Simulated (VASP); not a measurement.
Mg7ZnO8: single point with r2SCAN

Crystal: Mg7ZnO8.

```
O Mg Zn
1.0
     8.44167    0.00000    0.00000
     0.00000    8.44167    0.00000
     0.00000    0.00000    8.44167
O Mg Zn
32 28 4
Direct
  0.24990 0.99951 0.99740
  0.24809 0.00162 0.50202
  0.25009 0.49970 0.00011
  0.24990 0.49699 0.49992
  0.74978 0.99941 0.00021
  0.75265 0.99971 0.50011
  0.74977 0.49978 0.00020
  0.74977 0.49980 0.49983
  0.00009 0.24945 0.00019
  0.00011 0.24946 0.49984
  0.00003 0.74977 0.00010
  0.99730 0.74959 0.49991
  0.49975 0.24945 0.00021
  0.50003 0.25234 0.50011
  0.49982 0.74958 0.99740
  0.50194 0.74778 0.50202
  0.99729 0.99949 0.24999
  0.00011 0.99943 0.74986
  0.00003 0.49970 0.25018
  0.00010 0.49978 0.74986
  0.50193 0.00161 0.24818
  0.50003 0.99970 0.75276
  0.49981 0.49698 0.25000
  0.49974 0.49981 0.74987
  0.25005 0.25220 0.25015
  0.25014 0.24948 0.74989
  0.24774 0.74742 0.24783
  0.25006 0.74975 0.75261
  0.74980 0.24947 0.25022
  0.74983 0.24952 0.74994
  0.75253 0.74973 0.25015
  0.74979 0.74982 0.74988
  0.00008 0.99947 0.00019
  0.00053 0.99929 0.49970
  0.00006 0.49976 0.00018
  0.00011 0.49979 0.49987
  0.49963 0.99931 0.00060
  0.49980 0.49976 0.00019
  0.49961 0.50020 0.49970
  0.25006 0.24943 0.00017
  0.25029 0.24908 0.49971
  0.25022 0.74990 0.00054
  0.74979 0.24946 0.00019
  0.74983 0.24949 0.49995
  0.74975 0.74974 0.00020
  0.74940 0.74997 0.49971
  0.25029 0.99929 0.74949
  0.25022 0.50012 0.25030
  0.25005 0.49982 0.74984
  0.74938 0.99930 0.25041
  0.74981 0.99954 0.74987
  0.74977 0.49977 0.25015
  0.74979 0.49981 0.74987
  0.00012 0.24941 0.25014
  0.00012 0.24948 0.74987
  0.00045 0.74992 0.25030
  0.00011 0.74974 0.74984
  0.49963 0.24906 0.25040
  0.49986 0.24949 0.74989
  0.49961 0.74998 0.74949
  0.50038 0.00005 0.50050
  0.24960 0.74929 0.50027
  0.24963 0.99991 0.24966
  0.50027 0.74923 0.24966
```

```yaml
Program: VASP 6.6.1
Task: single point
Functional: r2SCAN
Potentials_or_basis: VASP PAW PBE potentials, release 64 (O, Mg, Zn)
Cutoff: 520 eV
k_mesh: 1 × 1 × 1, shifted
Occupations: fermi-dirac, width 0.05 eV
Spin: no spin polarisation
```

```json
{
  "Pressure": "-1.8 GPa",
  "Largest force": "0.159 eV/Å",
  "Band gap on the k mesh": "5.56 eV"
}
```

Forces in eV/Å, atoms in the order of the input:
```
O    0.008  0.006 -0.064
O   -0.098  0.085  0.085
O    0.000  0.003 -0.001
O    0.008 -0.064  0.007
O    0.001 -0.002 -0.001
O    0.064 -0.008 -0.007
O    0.000  0.003 -0.002
O    0.004  0.001  0.001
O    0.002 -0.002  0.001
O   -0.001  0.002 -0.001
O   -0.001  0.004  0.000
O   -0.064  0.005  0.007
O   -0.002  0.000 -0.001
O   -0.008  0.063 -0.008
O    0.007  0.005 -0.064
O    0.087 -0.102  0.087
O   -0.063  0.007  0.007
O   -0.001  0.000  0.002
O   -0.001  0.002 -0.001
O    0.000  0.004  0.000
O    0.085  0.086 -0.098
O   -0.008 -0.007  0.063
O    0.010 -0.065  0.007
O    0.002  0.000  0.003
O   -0.007  0.067 -0.009
O    0.000  0.002  0.000
O   -0.073 -0.074 -0.074
O   -0.008 -0.008  0.066
O    0.000  0.000  0.002
O    0.000  0.000 -0.002
O    0.067 -0.007 -0.008
O    0.002  0.003  0.002
Mg  -0.014 -0.002 -0.016
Mg  -0.026  0.017  0.015
Mg   0.004  0.002  0.001
Mg  -0.015 -0.016 -0.002
Mg   0.014  0.014 -0.024
Mg  -0.003 -0.014 -0.015
Mg   0.015 -0.026  0.015
Mg   0.002  0.016 -0.013
Mg  -0.015  0.023  0.016
Mg  -0.016 -0.015 -0.026
Mg  -0.002 -0.001  0.002
Mg   0.014  0.016 -0.003
Mg   0.015  0.002 -0.015
Mg   0.025 -0.013  0.016
Mg  -0.015  0.017  0.025
Mg  -0.016 -0.027 -0.015
Mg   0.002 -0.016  0.014
Mg   0.026  0.017 -0.017
Mg   0.015 -0.002  0.017
Mg   0.013 -0.014  0.002
Mg  -0.003  0.002 -0.002
Mg  -0.016  0.017  0.003
Mg   0.001 -0.002 -0.002
Mg  -0.026 -0.016 -0.016
Mg  -0.014  0.002  0.014
Mg   0.016  0.025 -0.017
Mg  -0.002  0.016  0.016
Mg   0.016 -0.014  0.025
Zn   0.011  0.007  0.011
Zn  -0.013 -0.017  0.012
Zn  -0.015  0.004 -0.012
Zn   0.007 -0.015 -0.011
```

Levels at points of the mesh, in eV from the valence-band top:
```tsv
k point	band 144	band 145	band 146	band 147	band 148	band 149	band 150	band 151	band 152	band 153
(0.25, 0.25, 0.25)	-0.22	-0.22	-0.20	0.00	0.00	5.56	6.96	7.28	7.28	7.88
```

It took 43 min on 1 thread of Intel(R) Xeon(R) Platinum 8259CL CPU @ 2.50GHz (Skylake/Cascade Lake) (shared host), peak memory 0.8 GiB.

Caveat: the PAW data sets were made with another functional, which shifts forces and pressure a little; a shifted mesh leaves out Γ, where band edges can lie. A k mesh can miss the band edges.
